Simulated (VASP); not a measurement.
Here is a VASP 6.6.1 calculation.

The input INCAR:

```
ALGO     = Normal         # electronic algorithm
EDIFF    = 1E-6           # SCF threshold, eV
ENCUT    = 700            # plane-wave cutoff, eV
GGA      = CA             # functional
GGA_COMPAT= False        
ISIF     = 2              # what is computed and relaxed
ISMEAR   = -1             # smearing method
LASPH    = True           # aspherical terms in the spheres
LCHARG   = True           # write CHGCAR
LELF     = True           # ELF
LREAL    = False          # projectors in reciprocal space
LVHAR    = True         
LWAVE    = False          # write WAVECAR
NBANDS   = 36             # bands
NELM     = 120            # most SCF steps
PREC     = Accurate       # precision mode
SIGMA    = 0.05           # smearing width, eV
```

File KPOINTS:

```
k-points
0
Gamma
  5 5 7
```

The input POSCAR:

```
TaN
1.0
    5.0516993991      0.0000000000      0.0000000000
   -2.5258496996      4.3749000119      0.0000000000
    0.0000000000      0.0000000000      2.8353330035
Ta N
3 3
Direct
    0.3333333333      0.6666666667      0.5000000000
    0.6666666667      0.3333333333      0.5000000000
    0.0000000000      0.0000000000      0.0000000000
    0.3956473674      0.0000000000      0.0000000000
    0.6043526326      0.6043526326      0.0000000000
    0.0000000000      0.3956473674      0.0000000000
```

Potentials or basis: VASP PAW LDA potentials, release 64 (Ta_sv_GW, N).

Launch:

```bash
$ cat potpaw_LDA.64/Ta_sv_GW/POTCAR potpaw_LDA.64/N/POTCAR > POTCAR
$ mpirun -np 1 vasp_std > vasp.out
```

(1) What does it give for the largest force?

(2) Predict the pressure.

Results:

(1) 0.020 eV/Å.

(2) 21.4 GPa.

Caveat: the cell stands under pressure.
